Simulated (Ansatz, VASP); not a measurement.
FeNi3 in VASP and in Ansatz

The input INCAR:

```
SYSTEM = FeNi3
PREC = Accurate
ENCUT = 520
EDIFF = 1E-6
ISMEAR = 1
SIGMA = 0.1
LREAL = .False.
LASPH = .True.
NELM = 150
ALGO = Normal
ISIF = 2
LWAVE = .False.
LCHARG = .False.
ISPIN = 2
MAGMOM = 2.4 1 1 1
LORBIT = 11
LMAXMIX = 4
NBANDS = 31
```

File KPOINTS:

```
regular mesh
0
Gamma
  5 5 5
  0 0 0
```

Contents of POSCAR:

```
FeNi3
1.0
    0.0000000000      2.7391956978      2.7391956978
    2.7391956978      0.0000000000      2.7391956978
    2.7391956978      2.7391956978      0.0000000000
Fe Ni
1 3
Direct
    0.0000000000      0.0000000000      0.0000000000
    0.7500000000      0.7500000000      0.7500000000
    0.2500000000      0.2500000000      0.2500000000
    0.5000000000      0.5000000000      0.5000000000
```

Input for Ansatz:

```yaml
crystal:
  lattice:
    - [-8.346806643359703e-16, 2.739195697817292, 2.7391956978172978]
    - [2.739195697817291, -3.5586640132060454e-16, 2.7391956978172978]
    - [2.73919569781729, 2.7391956978172916, 1.1095388177772522e-18]
  atoms:
    - { symbol: Fe, position: [-4.899884311858101e-31, 2.618093949695867e-31, 2.944881189344269e-31], spin: 2.4 }
    - { symbol: Ni, position: [0.75, 0.75, 0.7500000000000002], spin: 1.0 }
    - { symbol: Ni, position: [0.25, 0.25, 0.25], spin: 1.0 }
    - { symbol: Ni, position: [0.5, 0.5, 0.5], spin: 1.0 }
kpoints:
  mp_grid:
    grid: [5, 5, 5]
hamiltonian:
  xc: lda
magnetization:
  spin_polarized: true
scf:
  occupations:
    method: methfessel_paxton
    width: 0.1
output:
  forces: true
  stress: true
```

Alike in both runs: task single point; functional LDA; k mesh 5 × 5 × 5; occupations methfessel-paxton of order 1, width 0.1 eV; collinear spin.

|  | VASP | Ansatz |
| --- | --- | --- |
| version | VASP 6.6.1 | Ansatz 0.2.0 |
| potentials or method | VASP PAW LDA potentials, release 64 (Fe, Ni) | plane waves, PAW |
| plane-wave cutoff (eV) | 520 | 420 |
| valence electrons in the cell | 38 | 70 |

```tsv
	VASP	Ansatz	Ansatz less VASP
pressure (GPa)	-0.5	-0.1	+0.44
net moment per atom (μB)	0.95	0.96	+0.010
size of the moment on the site where the two differ most (μB)	0.50	0.54	+0.045
```

LDA's correlation is that of Perdew and Zunger in VASP and of Perdew and Wang (1992) in Ansatz. Site moments also hang on the region over which each program counts them. VASP's potentials hold 38 valence electrons a cell and Ansatz's 70, so a difference there can come from the potentials and not from the codes. Ansatz's warnings: stability check not made.

The k mesh is coarse, so the values compare programs but aren't converged.
